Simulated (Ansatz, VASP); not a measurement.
Given: the input of a run of VASP 6.6.1 on MnO.

File INCAR:

```
SYSTEM = MnO
ALGO = Normal
EDIFF = 1E-6
ENCUT = 520
GGA = CA
ISIF = 2
ISMEAR = -1
ISPIN = 2
LASPH = .True.
LCHARG = .True.
LELF = .True.
LMAXMIX = 4
LORBIT = 11
LREAL = .False.
LVHAR = .True.
LWAVE = .False.
MAGMOM = 4 0
NBANDS = 20
NELM = 150
PREC = Accurate
SIGMA = 0.05
```

The input KPOINTS:

```
k-points
0
Gamma
  10 10 10
  0 0 0
```

POSCAR

```
MnO
1.0
    0.0000000000      2.2239077028      2.2239077028
    2.2239077028      0.0000000000      2.2239077028
    2.2239077028      2.2239077028      0.0000000000
Mn O
1 1
Direct
    0.0000000000      0.0000000000      0.0000000000
    0.5000000000      0.5000000000      0.5000000000
```

Potentials or basis: VASP PAW LDA potentials, release 64 (Mn_pv, O).

Run with:

```bash
$ cat potpaw_LDA.64/Mn_pv/POTCAR potpaw_LDA.64/O/POTCAR > POTCAR
$ mpirun -np 1 vasp_std > vasp.out
```

**Question.** Translate it to Ansatz 0.2.0. Potentials there: Ansatz PAW.

**Answer.** As run (the cutoff follows the program's own potentials):

Contents of input.yaml:

```yaml
crystal:
  lattice:
    - [0.0, 2.2239077028, 2.2239077028]
    - [2.2239077028, 0.0, 2.2239077028]
    - [2.2239077028, 2.2239077028, 0.0]
  atoms:
    - { symbol: Mn, position: [0.0, 0.0, 0.0], spin: 4.0 }
    - { symbol: O, position: [0.5, 0.5, 0.5] }
hamiltonian:
  xc: lda
  pseudopotentials: { kind: paw }
magnetization:
  spin_polarized: true
kpoints:
  mp_grid: { grid: [10, 10, 10] }
scf:
  occupations: { method: fermi_dirac, width: 0.05 }
output:
  forces: true
  stress: true
  eigenvalues: true
```

Potentials or basis: Ansatz PAW.

Launch:

```sh
$ ansatz run input.yaml --threads 2 --pin off --max-ram 5632MiB --backend cpu --events-out ev --progress --plain --runs-dir out
```

Both were run:

|  | VASP | Ansatz | Ansatz less VASP |
| --- | --- | --- | --- |
| gap on the k mesh at the Fermi level (eV) | none | none | - |
| pressure (GPa) | -17.8 | -16.5 | +1.22 |
| net moment per atom (μB) | 2.26 | 2.30 | +0.039 |
| size of the moment on the site where the two differ most (μB) | 4.11 | 3.91 | -0.204 |

LDA's correlation is that of Perdew and Zunger in VASP and of Perdew and Wang (1992) in Ansatz. Site moments also hang on the region over which each program counts them. A gap of «none» marks a metal or a gap that the smearing closes. VASP's potentials hold 19 valence electrons a cell and Ansatz's 21, so a difference there can come from the potentials and not from the codes.
